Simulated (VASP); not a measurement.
# Pd2S (P6/mmm) in VASP: further runs

Runs on Pd2S. Level: PBE. Tasks: single point, relaxation of cell and atoms.

Program: VASP 6.6.1. These are calculated values, not measurements. Logs are shortened: lines on timing, memory, paths and dates and some standing lists are left out, and cuts for length are marked.

### 1 The cell of the first run

It takes space group P6/mmm (No. 191, hexagonal). Conventional cell: a = 4.488 Å, b = 4.488 Å, c = 2.756 Å, α = 90.00°, β = 90.00°, γ = 120.00°. Within 3.4 Å of Pd (site symmetry -6m2) lie 5 Pd at 2.59 to 2.76 Å and 6 S at 2.93 Å. S (site symmetry 6/mmm) has 2 S at 2.76 Å and 12 Pd at 2.93 Å within 3.6 Å.

### 2 Single point, PBE

INCAR

```
SYSTEM = Pd2S
PREC = Accurate ; ENCUT = 520
EDIFF = 1E-6 ; ISMEAR = 0
SIGMA = 0.1 ; LREAL = .False.
LASPH = .True. ; NELM = 60
ALGO = Normal ; ISIF = 2
LWAVE = .False. ; LCHARG = .False.
GGA = PE ; NBANDS = 20
```

KPOINTS

```
Automatic mesh
0
Gamma
  12 12 16
  0 0 0
```

POSCAR

```
Pd2S
1.0
    4.4879716598      0.0000000000      0.0000000000
   -2.2439858299      3.8866974688      0.0000000000
    0.0000000000      0.0000000000      2.7558463290
Pd S
2 1
Direct
    0.3333333333      0.6666666667      0.5000000000
    0.6666666667      0.3333333333      0.5000000000
    0.0000000000      0.0000000000      0.0000000000
```

Potentials or basis: VASP PAW PBE potentials, release 64 (Pd, S).

Launch:

```
> cat potpaw_PBE.64/Pd/POTCAR potpaw_PBE.64/S/POTCAR > POTCAR
> mpirun -np 1 vasp_std > vasp.out
```

OUTCAR:

```text
SYSTEM = Pd2S
   PREC = Accurate
   ENCUT = 520
   EDIFF = 1E-6
   ISMEAR = 0
   LREAL = .False.
   LASPH = .True.
   NELM = 60
   ISIF = 2
   GGA = PE

 ion  position               nearest neighbor table
   1  0.333  0.667  0.500-   2 2.59   2 2.59   2 2.59   3 2.93   3 2.93   3 2.93   3 2.93   3 2.93
                             3 2.93
   2  0.667  0.333  0.500-   1 2.59   1 2.59   1 2.59   3 2.93   3 2.93   3 2.93   3 2.93   3 2.93
                             3 2.93
   3  0.000  0.000  0.000-   1 2.93   2 2.93   1 2.93   2 2.93   1 2.93   1 2.93   2 2.93   2 2.93
                             2 2.93   2 2.93   1 2.93   1 2.93

  LATTYP: Found a hexagonal cell.
 ALAT       =     4.4879716598
 C/A-ratio  =     0.6140516335

  Lattice vectors:

 A1 = (   4.4879716598,   0.0000000000,   0.0000000000)
 A2 = (  -2.2439858299,   3.8866974688,   0.0000000000)
 A3 = (   0.0000000000,   0.0000000000,   2.7558463290)

Analysis of symmetry for initial positions (statically):
=====================================================================
 Subroutine PRICEL returns:
 Original cell was already a primitive cell.

 Routine SETGRP: Setting up the symmetry group for a
 hexagonal supercell.

 Subroutine GETGRP returns: Found 24 space group operations
 (whereof 24 operations were pure point group operations)
 out of a pool of 24 trial point group operations.

The static configuration has the point symmetry D_6h.

Analysis of symmetry for dynamics (positions and initial velocities):
=====================================================================
 Subroutine PRICEL returns:
 Original cell was already a primitive cell.

 Routine SETGRP: Setting up the symmetry group for a
 hexagonal supercell.

 Subroutine GETGRP returns: Found 24 space group operations
 (whereof 24 operations were pure point group operations)
 out of a pool of 24 trial point group operations.

The dynamic configuration has the point symmetry D_6h.

 Subroutine INISYM returns: Found 24 space group operations
 (whereof 24 operations are pure point group operations),
 and found     1 'primitive' translations

----------------------------------------------------------------------------------------

                                     Primitive cell

  volume of cell :      48.0713

  direct lattice vectors                    reciprocal lattice vectors
     4.487971660  0.000000000  0.000000000     0.222817806  0.128643920  0.000000000
    -2.243985830  3.886697469  0.000000000     0.000000000  0.257287841  0.000000000
     0.000000000  0.000000000  2.755846329     0.000000000  0.000000000  0.362864935

  length of vectors
     4.487971660  4.487971660  2.755846329     0.257287841  0.257287841  0.362864935

  position of ions in fractional coordinates (direct lattice)
     0.333333333  0.666666667  0.500000000
     0.666666667  0.333333333  0.500000000
     0.000000000  0.000000000  0.000000000

  ion indices of the primitive-cell ions
   primitive index   ion index
                 1           1
                 2           2
                 3           3

----------------------------------------------------------------------------------------

 KPOINTS: Automatic mesh

Automatic generation of k-mesh.
 Grid dimensions read from file:
 generate k-points for:   12   12   16

 Generating k-lattice:

  Cartesian coordinates                     Fractional coordinates (reciprocal lattice)
     0.018568151  0.010720327  0.000000000     0.083333333  0.000000000  0.000000000
     0.000000000  0.021440653  0.000000000     0.000000000  0.083333333  0.000000000
     0.000000000  0.000000000  0.022679058     0.000000000  0.000000000  0.062500000

  Length of vectors
     0.021440653  0.021440653  0.022679058

  Shift w.r.t. Gamma in fractional coordinates (k-lattice)
     0.000000000  0.000000000  0.000000000

 Subroutine IBZKPT returns following result:
 ===========================================

 Found    171 irreducible k-points:

 Following reciprocal coordinates:
            Coordinates               Weight
  0.000000  0.000000  0.000000      1.000000
  0.083333 -0.000000  0.000000      6.000000
  0.166667 -0.000000  0.000000      6.000000
  0.250000 -0.000000  0.000000      6.000000
  0.333333 -0.000000  0.000000      6.000000
  0.416667 -0.000000  0.000000      6.000000
[... 16 lines left out ...]
  0.250000 -0.000000  0.062500     12.000000
  0.333333 -0.000000  0.062500     12.000000
 [... further k-points ...]
   k-points           NKPTS =    171   k-points in BZ     NKDIM =    171   number of bands    NBANDS=     20
   number of dos      NEDOS =    301   number of ions     NIONS =      3
   total plane-waves  NPLWV =  25920
   dimension x,y,z NGX =    36 NGY =   36 NGZ =   20
   dimension x,y,z NGXF=    72 NGYF=   72 NGZF=   40
   ions per type =               2   1
   NGX,Y,Z   is equivalent  to a cutoff of  13.34, 13.34, 12.06 a.u.
   NGXF,Y,Z  is equivalent  to a cutoff of  26.67, 26.67, 24.13 a.u.
 SYSTEM =  Pd2S
   PREC   = accura    normal or accurate (medium, high low for compatibility)
   ISTART =      0    job   : 0-new  1-cont  2-samecut
   ICHARG =      2    charge: 1-file 2-atom 10-const
   ISPIN  =      1    spin polarized calculation?
   LNONCOLLINEAR =      F non collinear calculations
   LSORBIT =      F    spin-orbit coupling
   LASPH  =      T    aspherical Exc in radial PAW
   ENCUT  =  520.0 eV  38.22 Ry    6.18 a.u.   8.34  8.34  5.12*2*pi/ulx,y,z
   NELM   =     60;   NELMIN=  2; NELMDL= -5     # of ELM steps
   EDIFF  = 0.1E-05   stopping-criterion for ELM
   LREAL  =      F    real-space projection
   EDIFFG = 0.1E-04   stopping-criterion for IOM
   NSW    =      0    number of steps for IOM
   IBRION =     -1    ionic relax: 0-MD 1-quasi-New 2-CG
   NFREE  =      0    steps in history (QN), initial steepest desc. (CG)
   ISIF   =      2    stress and relaxation
   ISYM   =      2    0-nonsym 1-usesym 2-fastsym
   POTIM  = 0.5000    time-step for ionic-motion
   TEBEG  =    0.0;   TEEND  =   0.0 temperature during run
   PSTRESS=    0.0 pullay stress
   NELECT =      26.0000    total number of electrons
   NUPDOWN=      -1.0000    fix difference up-down
   EMIN   =  10.00;   EMAX   =-10.00  energy-range for DOS
   EFERMI =   0.00;   METHOD = LEGACY
   ISMEAR =     0;   SIGMA  =   0.10  broadening in eV -4-tet -1-fermi 0-gaus
   EFERMI_NEDOS =   21; number of points for ismear=-14 and -15
   IALGO  =     38    algorithm
   IMIX   =      4    mixing-type and parameters
     AMIX     =   0.40;   BMIX     =  1.00
     AMIX_MAG =   1.60;   BMIX_MAG =  1.00
  volume/ion in A,a.u.               =      16.02       108.13
  Fermi-wavevector in a.u.,A,eV,Ry     =   1.333841  2.520594 24.206551  1.779131
  Thomas-Fermi vector in A             =   2.462668
   LORBIT       =      0    0 simple, 1 ext, 2 COOP (PROOUT), +10 PAW based schemes
   GGA     = PE    functional components
   LHFCALC =     F    Hartree Fock is set to
   AEXX    =    0.0000 exact exchange contribution
   IVDW    =     0    specifies the selected vdW correction
   LEPSILON=     F    determine dielectric tensor
   LRPA    =     F    only Hartree local field effects (RPA)
 non-spin polarized calculation
 Gauss-broadening in eV      SIGMA  =   0.10
  energy-cutoff  :      520.00
  volume of cell :       48.07
 maximum number of plane-waves:      1324
 NGX is ok and might be reduce to    36
   NGX = 17   NGY = 17   NGZ = 11

 number of electron      26.0000003 magnetization

 Free energy of the ion-electron system (eV)
  ---------------------------------------------------
  ext. energy  EPLUGINS =         0.00000000
  ---------------------------------------------------
  free energy    TOTEN  =       -13.15203394 eV

  energy without entropy =      -13.12988644  energy(sigma->0) =      -13.14096019

 E-fermi :   8.3616     XC(G=0): -12.1130

 val. band max:        8.3613296792   @ k =   0.5000  -0.0000   0.5000
 cond. band min:       8.3635722212   @ k =   0.2500   0.2500   0.3125
 fundamental gap:      0.0022425419
 Fermi energy:         8.3616471536

 k-point     1 :       0.0000    0.0000    0.0000
  band No.  band energies     occupation
      1      -5.9493      2.00000
      2       3.1357      2.00000
      3       3.1357      2.00000
      4       4.1437      2.00000
      5       5.2872      2.00000
      6       5.6234      2.00000
[... 12 lines left out ...]
     19      17.9966      0.00000
     20      24.1843      0.00000

 k-point     2 :       0.0833   -0.0000    0.0000
  band No.  band energies     occupation
      1      -5.9294      2.00000
      2       2.9553      2.00000
      3       3.1624      2.00000
      4       4.1814      2.00000
      5       5.2643      2.00000
      6       5.6020      2.00000
[... 12 lines left out ...]
     19      17.9752      0.00000
     20      23.6331      0.00000

 k-point     3 :       0.1667   -0.0000    0.0000
  band No.  band energies     occupation
      1      -5.8749      2.00000
      2       2.5945      2.00000
      3       3.2377      2.00000
      4       4.2575      2.00000
      5       5.1966      2.00000
      6       5.4887      2.00000
[... 12 lines left out ...]
     19      17.9940      0.00000
     20      22.5509      0.00000

 k-point     4 :       0.2500   -0.0000    0.0000
  band No.  band energies     occupation
      1      -5.7999      2.00000
      2       2.2615      2.00000
      3       3.3463      2.00000
      4       4.3519      2.00000
      5       5.0723      2.00000
      6       5.2810      2.00000
[... 12 lines left out ...]
     19      19.2306      0.00000
     20      21.1830      0.00000

 k-point     5 :       0.3333   -0.0000    0.0000
  band No.  band energies     occupation
      1      -5.7243      2.00000
      2       2.0348      2.00000
      3       3.4624      2.00000
      4       4.4597      2.00000
      5       4.8412      2.00000
      6       5.0855      2.00000
[... 12 lines left out ...]
     19      19.3559      0.00000
     20      20.1192      0.00000
[... 353 lines left out ...]
      6       5.5928      2.00000
[... 12 lines left out ...]
     19      18.4613      0.00000
     20      22.6298      0.00000

 k-point    22 :       0.1667   -0.0000    0.0625
  band No.  band energies     occupation
      1      -5.8161      2.00000
      2       2.6520      2.00000
      3       3.2753      2.00000
      4       4.3263      2.00000
      5       5.3005      2.00000
      6       5.4771      2.00000
[... 12 lines left out ...]
     19      18.3930      0.00000
     20      21.8960      0.00000

 k-point    23 :       0.2500   -0.0000    0.0625
  band No.  band energies     occupation
      1      -5.7424      2.00000
      2       2.3245      2.00000
      3       3.3775      2.00000
      4       4.4189      2.00000
      5       5.1489      2.00000
      6       5.2945      2.00000
[... 12 lines left out ...]
     19      19.2935      0.00000
     20      21.0302      0.00000

 k-point    24 :       0.3333   -0.0000    0.0625
  band No.  band energies     occupation
      1      -5.6682      2.00000
      2       2.1012      2.00000
      3       3.4860      2.00000
      4       4.5256      2.00000
      5       4.8740      2.00000
      6       5.1500      2.00000
[... 12 lines left out ...]
     19      19.4153      0.00000
     20      20.0717      0.00000

 [... further k-points ...]
[... 5 lines left out ...]
  --------------------------------------------------------------------------------------
  -------------------------------------------------------------------------------------
  Total       -0.0802884     -0.0802884     -0.0429715      0.0000000     -0.0000000      0.0000000
  in kB       -2.6759470     -2.6759470     -1.4322063      0.0000000     -0.0000000      0.0000000
  external PRESSURE =      -2.2613668 kB  Pullay stress =       0.0000000 kB

 VOLUME and BASIS-vectors are now :
 -----------------------------------------------------------------------------
  energy-cutoff  :      520.00
  volume of cell :       48.07
      direct lattice vectors                 reciprocal lattice vectors
     4.487971660  0.000000000  0.000000000     0.222817806  0.128643920  0.000000000
    -2.243985830  3.886697469  0.000000000     0.000000000  0.257287841  0.000000000
     0.000000000  0.000000000  2.755846329     0.000000000  0.000000000  0.362864935

 POSITION                                       TOTAL-FORCE (eV/Angst)
 -----------------------------------------------------------------------------------
     -0.00000      2.59113      1.37792         0.000000      0.000000      0.000000
      2.24399      1.29557      1.37792        -0.000000      0.000000     -0.000000
      0.00000      0.00000      0.00000         0.000000      0.000000     -0.000000
 -----------------------------------------------------------------------------------
    total drift:                                0.000000      0.000000     -0.000000

  FREE ENERGIE OF THE ION-ELECTRON SYSTEM (eV)
  ---------------------------------------------------
  free  energy   TOTEN  =       -13.1520339392 eV

  energy  without entropy=      -13.1298864369  energy(sigma->0) =      -13.14096019
```

Run time: 58 s. Hardware: 1 thread of Intel Xeon 6975P-C (Granite Rapids), shared host; peak memory 0.27 GiB.

Results:

```
Free energy            : -13.1520 eV
Pressure               : -0.2 GPa
Band gap on the k mesh : zero (band 13 reaches 8.94 eV, above the bottom of band 14 at 7.72 eV)
```

### 3 Relaxation of cell and atoms, PBE

This run uses another cell than the first one, of 16.19 Å³/atom, 1.010 times its volume.

INCAR

```
SYSTEM = Pd2S
PREC     = Accurate       ! precision mode
ENCUT    = 600            ! plane-wave cutoff, eV
EDIFF    = 1E-6           ! SCF threshold, eV
ISMEAR   = 0              ! smearing method
SIGMA    = 0.1            ! smearing width, eV
LREAL    = .False.        ! projectors in reciprocal space
LASPH    = .True.         ! aspherical terms in the spheres
NELM     = 80             ! most SCF steps
ALGO     = Normal         ! electronic algorithm
ISIF     = 3              ! what is computed and relaxed
LWAVE    = .False.        ! write WAVECAR
LCHARG   = .False.        ! write CHGCAR
GGA      = PE             ! functional
IBRION   = 2              ! ionic algorithm
NSW      = 100            ! ionic steps
EDIFFG   = -0.01          ! ionic threshold
```

KPOINTS is that of step 2.

POSCAR

```
Pd2S
1.0
    4.4440067072      0.0000000000      0.0000000000
   -2.2220033536      3.8486227030      0.0000000000
    0.0000000000      0.0000000000      2.8393645175
Pd S
2 1
Direct
    0.3333333333      0.6666666667      0.5000000000
    0.6666666667      0.3333333333      0.5000000000
    0.0000000000      0.0000000000      0.0000000000
```

Potentials or basis: VASP PAW PBE potentials, release 64 (Pd, S).

Launch:

```
> cat potpaw_PBE.64/Pd/POTCAR potpaw_PBE.64/S/POTCAR > POTCAR
> mpirun -np 1 vasp_std > vasp.out
```

It took 3.7 min on 1 thread of Intel Xeon 6975P-C (Granite Rapids), shared host; peak memory 0.3 GiB.

It converged, with:

```
Free energy                            : -13.1527 eV
Relaxed volume                         : 15.99 Å³/atom
Relaxed cell                           : a = 4.484 Å, b = 4.484 Å, c = 2.755 Å, α = 90.00°, β = 90.00°, γ = 120.00°
Space group after relaxing (to 0.05 Å) : P6/mmm (No. 191)
Energy gained by relaxing              : 7.1 meV/atom
Ionic steps                            : 6
Pressure after relaxing                : 0.0 GPa
Band gap on the k mesh                 : zero (band 13 reaches 8.97 eV, above the bottom of band 14 at 7.75 eV)
```

Step by step:
| step | energy change (eV) | largest force (eV/Å) | pressure (GPa) | volume (Å³) |
| --- | --- | --- | --- | --- |
| 1 | 0.0000 | 0.0000 | -0.69 | 48.56 |
| 2 | -0.0172 | 0.0000 | 0.04 | 48.07 |
| 3 | -0.0207 | 0.0000 | 0.59 | 47.77 |
| 4 | -0.0207 | 0.0000 | 0.66 | 47.75 |
| 5 | -0.0207 | 0.0000 | -0.60 | 48.21 |
| 6 | -0.0212 | 0.0000 | 0.03 | 47.97 |

Final structure:
```cif
data_structure
_symmetry_space_group_name_H-M 'P 1'
_symmetry_Int_Tables_number 1
_cell_length_a 4.4842
_cell_length_b 4.4842
_cell_length_c 2.7548
_cell_angle_alpha 90.000
_cell_angle_beta 90.000
_cell_angle_gamma 120.000
_cell_volume 47.97
loop_
_atom_site_label
_atom_site_type_symbol
_atom_site_fract_x
_atom_site_fract_y
_atom_site_fract_z
_atom_site_occupancy
Pd1 Pd 0.33333 0.66667 0.50000 1
Pd2 Pd 0.66667 0.33333 0.50000 1
S1 S 0.00000 0.00000 0.00000 1
```

Levels at points of the mesh, in eV from the Fermi level:
```tsv
k point	band 11	band 12	band 13	band 14	band 15	band 16
(0.00, 0.00, 0.00)	-0.56	-0.56	0.56	0.56	1.47	3.88
(0.50, 0.00, 0.00)	-0.90	-0.80	-0.38	1.44	2.03	4.48
(0.00, 0.00, 0.50)	-1.21	0.47	0.47	0.57	2.58	5.56
(0.50, 0.00, 0.50)	-0.63	0.00	0.20	0.32	3.69	4.46
```
